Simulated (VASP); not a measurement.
Wanted: the native input for a VASP 6.6.1 run.

```yaml
Task: single point
Functional: r2SCAN
Potentials_or_basis: VASP PAW PBE potentials, release 64 (Al, N)
Cutoff: 520 eV
k_mesh: 6 × 6 × 6
Occupations: fermi-dirac, width 0.02 eV
Spin: no spin polarisation
Dipole_correction: no
Further_INCAR_settings: ALGO = Normal; EDIFF = 1e-06; NBANDS = 11
```

The system is AlN.

```
Al N
1.0
     2.58546    0.00000    0.00000
     0.00000    2.58546    0.00000
     0.00000    0.00000    2.58546
Al N
1 1
Direct
  0.00000 0.00000 0.00000
  0.50000 0.50000 0.50000
```

One way to write it, as run:

POSCAR

```
AlN
1.0
    2.5854596279      0.0000000000      0.0000000000
    0.0000000000      2.5854596279      0.0000000000
    0.0000000000      0.0000000000      2.5854596279
Al N
1 1
Direct
    0.0000000000      0.0000000000      0.0000000000
    0.5000000000      0.5000000000      0.5000000000
```

INCAR.step1

```
SYSTEM = AlN
PREC = Accurate
ENCUT = 520
ISMEAR = -1
SIGMA = 0.02
LREAL = .FALSE.
LASPH = .TRUE.
NELM = 60
NBANDS = 11
GGA = PE
ALGO = Normal
EDIFF = 1E-4
LWAVE = .TRUE.
LCHARG = .FALSE.
```

INCAR.step2

```
SYSTEM = AlN
PREC = Accurate
ENCUT = 520
EDIFF = 1E-6
ISMEAR = -1
SIGMA = 0.02
LREAL = .FALSE.
LASPH = .TRUE.
NELM = 60
ALGO = Normal
ISIF = 2
LWAVE = .FALSE.
LCHARG = .FALSE.
METAGGA = R2SCAN
LMIXTAU = .TRUE.
NBANDS = 11
ISTART = 1
```

KPOINTS

```
regular mesh
0
G
  6 6 6
  0 0 0
```

Potentials or basis: VASP PAW PBE potentials, release 64 (Al, N).

Launch:

```sh
$ cat potpaw_PBE.64/Al/POTCAR potpaw_PBE.64/N/POTCAR > POTCAR
$ cp INCAR.step1 INCAR
$ mpirun -np 1 vasp_std > vasp.out
$ cp INCAR.step2 INCAR
$ mpirun -np 1 vasp_std > vasp.out
```

It gave:

```yaml
Pressure: -1.1 GPa
Band_gap_on_the_k_mesh: zero (band 4 reaches 11.40 eV, above the bottom of band 5 at 10.54 eV)
```

Caveat: the k points lie up to 0.41 Å⁻¹ apart; the PAW data sets were made with another functional, which shifts forces and pressure a little.

Wall time 30 s on 1 thread of Intel Xeon 6975P-C (shared host), peak memory 0.12 GiB.
